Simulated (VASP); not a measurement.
Crystal: ZrO5.

```
Zr O
1.0
     4.46529    0.00000    0.00000
    -2.23264    3.86705    0.00000
     0.00000    0.00000    3.65520
Zr O
1 5
Cartesian
  0.0000 0.0000 0.0000
  2.2326 0.0000 1.8276
  1.1163 1.9335 1.8276
  -1.1163 1.9335 1.8276
  0.0000 2.5780 0.0000
  2.2326 1.2890 0.0000
```

The cell was generated, and may not be a known phase.

```yaml
Program: VASP 6.6.1
Task: relaxation of cell and atoms
Functional: PBE
Potentials_or_basis: VASP PAW PBE potentials, release 64 (Zr_sv, O)
Cutoff: 600 eV
k_mesh: 6 × 6 × 6
Occupations: gaussian, width 0.1 eV
Spin: no spin polarisation
```

At the start: pressure -19.1 GPa; volume 10.52 Å³/atom.

**Question.** How do energy, volume and symmetry change on relaxing?

**Answer.** Over 13 steps the energy falls by 687.7 meV/atom and the volume is 9.98 Å³/atom (-5.1 %); space group P6/mmm (No. 191, to 0.1 Å) before and after.

The path:
```tsv
step	energy change (eV)	largest force (eV/Å)	pressure (GPa)	volume (Å³)
1	0.0000	0.0000	-19.13	63.12
2	-1.7796	0.0000	11.72	52.07
3	-1.8009	0.0000	17.70	50.96
4	-2.6705	0.0000	27.39	50.99
5	-2.8982	0.0000	46.82	50.15
6	-3.4219	0.0000	32.93	53.65
7	-3.4561	0.0000	28.13	55.05
8	-3.9732	0.0000	11.98	57.56
9	-4.1037	0.0000	-4.60	61.08
10	-4.1252	0.0000	-0.85	60.16
11	-4.1254	0.0000	-0.41	60.06
12	-4.1258	0.0000	-0.27	60.00
13	-4.1261	0.0000	0.06	59.87
```

Final structure:
```
Zr O
1.0
     3.73194    0.00000    0.00000
    -1.86597    3.23195    0.00000
     0.00000    0.00000    4.96378
Zr O
1 5
Direct
  0.00000 0.00000 0.00000
  0.50000 0.00000 0.50000
  0.50000 0.50000 0.50000
  0.00000 0.50000 0.50000
  0.33333 0.66667 0.00000
  0.66667 0.33333 0.00000
```

Caveat: a cell axis changed by over 15 % at a fixed basis, so the end point is rough.
